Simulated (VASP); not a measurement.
SrTl3, 4 atoms in the cell. It takes space group Pm-3m (No. 221, cubic). The conventional cell has a = 4.944 Å, b = 4.944 Å, c = 4.944 Å, α = 90.00°, β = 90.00°, γ = 90.00°. Sr (site symmetry m-3m) has 12 Tl at 3.50 Å within 4.6 Å. Within 4.6 Å of Tl (site symmetry 4/mmm) lie 4 Sr at 3.50 Å and 8 Tl at 3.50 Å. 

| Quantity | Value |
| --- | --- |
| Program | VASP 6.6.1 |
| Task | single point |
| Functional | PBEsol |
| Potentials or basis | VASP PAW PBE potentials, release 64 (Sr_sv, Tl_d) |
| Cutoff | 520 eV |
| k mesh | 4 × 4 × 4 |
| Occupations | methfessel-paxton, width 0.1 eV |
| Spin | no spin polarisation |
| Dipole correction | no |
| Further INCAR settings | ALGO = Normal; EDIFF = 1e-06; NBANDS = 32 |

Potentials or basis: VASP PAW PBE potentials, release 64 (Sr_sv, Tl_d).

The run is started by

```bash
$ cat potpaw_PBE.64/Sr_sv/POTCAR potpaw_PBE.64/Tl_d/POTCAR > POTCAR
$ mpirun -np 1 vasp_std > vasp.out
```

Hardware: 1 thread of Intel(R) Xeon(R) Platinum 8375C CPU @ 2.90GHz (Ice Lake), on a shared host.

Question: How long does it take, and how much memory?

Answer: Run time: 25 s on 1 thread of Intel(R) Xeon(R) Platinum 8375C CPU @ 2.90GHz (Ice Lake) (shared host), peak memory 0.25 GiB. Counts: scf iterations 12, k points 10.
